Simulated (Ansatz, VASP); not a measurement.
# One calculation of SnO, two programs

File POSCAR:

```
SnO
1.0
    3.7926488554      0.0000000000      0.0000000000
    0.0000000000      3.7926488554      0.0000000000
    0.0000000000      0.0000000000      4.7582139114
Sn O
2 2
Direct
    0.5000000000      0.0000000000      0.2410340793
    0.0000000000      0.5000000000      0.7589659207
    0.0000000000      0.0000000000      0.0000000000
    0.5000000000      0.5000000000      0.0000000000
```

The input INCAR.step1:

```
SYSTEM = SnO
PREC = Accurate
ENCUT = 910
ISMEAR = -1
SIGMA = 0.02
LREAL = .FALSE.
LASPH = .TRUE.
NELM = 120
NBANDS = 28
GGA = PE
ALGO = Normal
EDIFF = 1E-5
LWAVE = .TRUE.
LCHARG = .FALSE.
GGA_COMPAT = .FALSE.
```

The input INCAR.step2:

```
SYSTEM = SnO
PREC = Accurate
ENCUT = 910
EDIFF = 1E-6
ISMEAR = -1
SIGMA = 0.02
LREAL = .FALSE.
LASPH = .TRUE.
NELM = 120
ALGO = Normal
ISIF = 2
LWAVE = .FALSE.
LCHARG = .TRUE.
METAGGA = R2SCAN
LMIXTAU = .TRUE.
LELF = .TRUE.
LVHAR = .TRUE.
NBANDS = 28
ISTART = 1
GGA_COMPAT = .FALSE.
```

KPOINTS

```
Automatic mesh
0
G
  6 6 6
  0 0 0
```

Input for Ansatz:

```yaml
crystal:
  lattice:
    - [3.7926488554, 0.0, 0.0]
    - [0.0, 3.7926488554, 0.0]
    - [0.0, 0.0, 4.7582139114]
  atoms:
    - { symbol: Sn, position: [0.5, 0.0, 0.2410340793] }
    - { symbol: Sn, position: [0.0, 0.5, 0.7589659207] }
    - { symbol: O, position: [0.0, 0.0, 0.0] }
    - { symbol: O, position: [0.5, 0.5, 0.0] }
kpoints:
  mp_grid: { grid: [6, 6, 6] }
  band_path:
    path:
      - [0.0, 0.0, 0.0]
      - [0.0, 0.5, 0.0]
      - [0.5, 0.5, 0.0]
      - [0.0, 0.0, 0.5]
      - [0.0, 0.5, 0.5]
      - [0.5, 0.5, 0.5]
      - [0.05, 0.05, 0.0]
    npoints: 1
hamiltonian:
  xc: r2scan
scf:
  occupations: { method: fermi_dirac, width: 0.02 }
  n_extra_bands: 5
output:
  forces: true
  stress: true
  eigenvalues: true
```

Alike in both runs: task single point; functional r2SCAN; k mesh 6 × 6 × 6; occupations fermi-dirac, width 0.02 eV; no spin polarisation.

|  | VASP | Ansatz |
| --- | --- | --- |
| version | VASP 6.6.1 | Ansatz 0.2.0 |
| potentials or method | VASP PAW PBE potentials, release 64 (Sn_d, O_h) | plane waves, PAW |
| plane-wave cutoff (eV) | 910 | 500 |
| valence electrons in the cell | 40 | 40 |

Ansatz gave:

* rms of the force components (eV/Å): 0.011

Task: Which values does VASP return?

Result: rms of the force components (eV/Å): 0.043.

VASP's potentials were made for PBE, not for r2SCAN. Atom by atom the forces differ by 0.053 eV/Å (rms over components). With one functional, cell and mesh, what is left measures potentials, basis and numerics.

Noted on VASP's run: the cutoff is short for stress, so the pressure is rough.
